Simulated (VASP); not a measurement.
Sb: electric field gradients with PBE

The system is Sb.

```xyz
2
Lattice="3.3577 0.0000 0.0000 -1.6789 2.9079 0.0000 0.0000 0.0000 5.3122" Properties=species:S:1:pos:R:3 pbc="T T T"
Sb    0.0000    1.9386    1.3280
Sb    1.6789    0.9693    3.9841
```

This cell differs from its parent crystal: volume scaled by 0.99.

```yaml
Program: VASP 6.6.1
Task: electric field gradients
Functional: PBE
Potentials_or_basis: VASP PAW PBE potentials, release 64 (Sb)
Cutoff: 520 eV
k_mesh: 12 × 12 × 7
Occupations: fermi-dirac, width 0.05 eV
Spin: no spin polarisation
Dipole_correction: no
Further_INCAR_settings: ALGO = Normal; EDIFF = 1e-08; NBANDS = 12
```

- Pressure: 3.6 GPa
- Band gap on the k mesh: zero (band 5 reaches 13.11 eV, above the bottom of band 6 at 6.05 eV)

Stress tensor (GPa, compression positive):
```
4.02 0.00 0.00
0.00 4.02 0.00
0.00 0.00 2.88
```

Levels at points of the mesh, in eV from the Fermi level:
```
           k point  band 3  band 4  band 5  band 6  band 7  band 8
(0.00, 0.00, 0.00)   -6.04    3.35    3.35    5.17    5.17    6.13
(0.50, 0.00, 0.00)   -4.27   -2.94   -2.45   -0.23    0.10    3.82
```

Electric field gradients, principal values (V/Å²):
```csv
atom,least,middle,greatest (by size)
1 Sb,-10.328,-10.328,20.655
2 Sb,-10.328,-10.328,20.655
```

It took 36 s on 1 thread of Intel Xeon 6975P-C (shared host), peak memory 0.2 GiB.

Caveat: without QUAD_EFG the Cq values of the log hold for a quadrupole moment of 1 mb, not for the nuclei; spin-orbit coupling is left out, which moves the levels of the heavy elements.
